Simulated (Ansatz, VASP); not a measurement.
InSe: VASP beside Ansatz

File INCAR:

```
SYSTEM = InSe
PREC     = Accurate       ! precision mode
ENCUT    = 520            ! plane-wave cutoff, eV
EDIFF    = 1E-6           ! SCF threshold, eV
ISMEAR   = 0              ! smearing method
SIGMA    = 0.01           ! smearing width, eV
LREAL    = .FALSE.        ! projectors in reciprocal space
LASPH    = .TRUE.         ! aspherical terms in the spheres
NELM     = 100            ! most SCF steps
ALGO     = Normal         ! electronic algorithm
ISIF     = 2              ! what is computed and relaxed
LWAVE    = .FALSE.        ! write WAVECAR
LCHARG   = .TRUE.         ! write CHGCAR
GGA      = PS             ! functional
LELF     = .TRUE.         ! ELF
LVHAR    = .TRUE.       
NBANDS   = 27             ! bands
```

The input KPOINTS:

```
Automatic mesh
0
G
  6 6 6
  0 0 0
```

The input POSCAR:

```
InSe
1.0
    2.0000000000      1.1547005400      8.4400000000
   -2.0000000000      1.1547005400      8.4400000000
    0.0000000000     -2.3094010800      8.4400000000
In Se
2 2
Direct
    0.0000000000      0.0000000000      0.0000000000
    0.1114000000      0.1114000000      0.1114000000
    0.6165000000      0.6165000000      0.6165000000
    0.8281000000      0.8281000000      0.8281000000
```

Input for Ansatz:

```yaml
crystal:
  lattice:
    - [2.0, 1.15470054, 8.44]
    - [-2.0, 1.15470054, 8.44]
    - [0.0, -2.30940108, 8.44]
  atoms:
    - { symbol: In, position: [0.0, 0.0, 0.0] }
    - { symbol: In, position: [0.1114, 0.1114, 0.1114] }
    - { symbol: Se, position: [0.6165, 0.6165, 0.6165] }
    - { symbol: Se, position: [0.8281, 0.8281, 0.8281] }
kpoints:
  mp_grid:
    grid: [6, 6, 6]
hamiltonian:
  xc: pbesol
  pseudopotentials:
    kind: paw
scf:
  occupations:
    method: fixed
output:
  eigenvalues: true
```

Alike in both runs: task single point; functional PBEsol; k mesh 6 × 6 × 6; no spin polarisation.

```csv
,VASP,Ansatz
version,VASP 6.6.1,Ansatz 0.2.0
potentials or method,"VASP PAW PBE potentials, release 64 (In_d, Se)","plane waves, PAW"
plane-wave cutoff (eV),520,420
occupations,"gaussian, width 0.01 eV",fixed
valence electrons in the cell,38,58
```

Ansatz gave:

- gap on the k mesh at the Fermi level (eV): 0.34

Estimate VASP's values.

gap on the k mesh at the Fermi level (eV): 0.33.

VASP's potentials were made for PBE, not for PBEsol. VASP's potentials hold 38 valence electrons a cell and Ansatz's 58, so a difference there can come from the potentials and not from the codes.
